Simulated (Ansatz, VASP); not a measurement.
## Two plane-wave programs on LaHg3N2

```
La Hg N
1.0
     4.56163    0.00000    0.00000
     0.00000    4.56163    0.00000
     0.00000    0.00000    7.13451
La Hg N
1 3 2
Direct
  0.50000 0.50000 0.00000
  0.50000 0.00000 0.55949
  0.00000 0.50000 0.44051
  0.00000 0.00000 0.00000
  0.50000 0.00000 0.88328
  0.00000 0.50000 0.11672
```

Change from the starting cell: species swapped into the Hf2SiAs3 type (P-4m2, No. 115).

Alike in both runs: functional PBE; k mesh 4 × 4 × 4; occupations gaussian, width 0.1 eV; no spin polarisation.

Ansatz relaxed the structure, and its values are those at the end. VASP's run is a single point on that final structure, the one shown.

|  | VASP | Ansatz |
| --- | --- | --- |
| version | VASP 6.6.1 | Ansatz 0.2.0 |
| potentials or method | VASP PAW PBE potentials, release 64 (La, Hg, N), cutoff 520 eV | scalar-relativistic, plane waves, PAW |
| valence electrons in the cell | 57 | 81 |

```tsv
	VASP	Ansatz	Ansatz less VASP
gap on the k mesh at the Fermi level (eV)	none	none	-
pressure (GPa)	-0.1	-0.3	-0.19
rms of the force components (eV/Å)	0.022	0.007	-0.0157
```

A gap of «none» marks a metal or a gap that the smearing closes. VASP's potentials hold 57 valence electrons a cell and Ansatz's 81, so a difference there can come from the potentials and not from the codes.

Spin-orbit coupling is off throughout.
